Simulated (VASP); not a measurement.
Write the native input for VASP 6.6.1 that does the following.

```yaml
Task: relaxation of cell and atoms
Functional: PBEsol
Potentials_or_basis: VASP PAW PBE potentials, release 64 (Sr_sv, O)
Cutoff: 600 eV
k_mesh: 12 × 12 × 12
Occupations: fermi-dirac, width 0.1 eV
Spin: no spin polarisation
Dipole_correction: no
Further_INCAR_settings: ALGO = Normal; EDIFF = 1e-06; IBRION = 2; EDIFFG = -0.002; NSW = 100; ISIF = 3
```

The structure of SrO lies in POSCAR:

```
SrO
1.0
    0.0000000000      2.5663000000      2.5663000000
    2.5663000000      0.0000000000      2.5663000000
    2.5663000000      2.5663000000      0.0000000000
Sr O
1 1
Direct
    0.5000000000      0.5000000000      0.5000000000
    0.0000000000      0.0000000000      0.0000000000
```

One way to write it, as run:

INCAR

```
PREC     = Accurate       # precision mode
ENCUT    = 600            # plane-wave cutoff, eV
EDIFF    = 1E-6           # SCF threshold, eV
ISMEAR   = -1             # smearing method
SIGMA    = 0.1            # smearing width, eV
LREAL    = False          # projectors in reciprocal space
LASPH    = True           # aspherical terms in the spheres
NELM     = 80             # most SCF steps
ALGO     = Normal         # electronic algorithm
ISIF     = 3              # what is computed and relaxed
LWAVE    = False          # write WAVECAR
LCHARG   = False          # write CHGCAR
GGA      = PS             # functional
IBRION   = 2              # ionic algorithm
NSW      = 100            # ionic steps
EDIFFG   = -0.002         # ionic threshold
```

KPOINTS

```
regular mesh
0
Gamma
  12 12 12
```

Potentials or basis: VASP PAW PBE potentials, release 64 (Sr_sv, O).

The run is started by

```console
$ cat potpaw_PBE.64/Sr_sv/POTCAR potpaw_PBE.64/O/POTCAR > POTCAR
$ mpirun -np 1 vasp_std > vasp.out
```

Results of the run:

* Pressure after relaxing: 0.0 GPa
* Band gap on the k mesh: 3.15 eV, indirect (least direct gap 3.24 eV)

Caveat: the relaxation stopped at its first step, so nothing moved; the PAW data sets were made with another functional, which shifts forces and pressure a little.

Run time: 20 s on 1 thread of Intel(R) Xeon(R) 6975P-C (Granite Rapids), with other jobs on the host, peak memory 0.2 GiB.
